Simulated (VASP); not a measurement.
A run of VASP 6.6.1 is set up as follows.

INCAR

```
SYSTEM = Te2Mo
  PREC = Accurate
  ENCUT = 520
  EDIFF = 1E-7
  ISMEAR = 0
  SIGMA = 0.02
  LREAL = .FALSE.
  LASPH = .TRUE.
  NELM = 60
  ALGO = Normal
  ISIF = 2
  LWAVE = .FALSE.
  LCHARG = .TRUE.
  GGA = PE
  IVDW = 12
  LELF = .TRUE.
  LVHAR = .TRUE.
  NBANDS = 35
```

File KPOINTS:

```
regular mesh
0
G
  9 9 2
  0 0 0
```

File POSCAR:

```
Te2Mo
1.0
    3.4078775214      0.0000000000      0.0000000000
   -1.7039387607      2.9513085065      0.0000000000
    0.0000000000      0.0000000000     13.1245684810
Te Mo
4 2
Direct
    0.3333333333      0.6666666667      0.6107076185
    0.6666666667      0.3333333333      0.1107076185
    0.3333333333      0.6666666667      0.8892923815
    0.6666666667      0.3333333333      0.3892923815
    0.3333333333      0.6666666667      0.2500000000
    0.6666666667      0.3333333333      0.7500000000
```

Potentials or basis: VASP PAW PBE potentials, release 64 (Te, Mo_sv).

Run with:

```bash
$ cat potpaw_PBE.64/Te/POTCAR potpaw_PBE.64/Mo_sv/POTCAR > POTCAR
$ mpirun -np 1 vasp_std > vasp.out
```

Question: Predict the dispersion energy per atom.

Answer: -0.609 eV.

Question: Predict the band gap on the k mesh.

Answer: 0.28 eV, indirect (least direct gap 0.61 eV).

Stress tensor (GPa, compression positive):
```
6.21 0.00 0.00
0.00 6.21 0.00
0.00 0.00 6.29
```

Caveat: spin-orbit coupling is left out, which moves the levels of the heavy elements. A k mesh can miss the band edges.
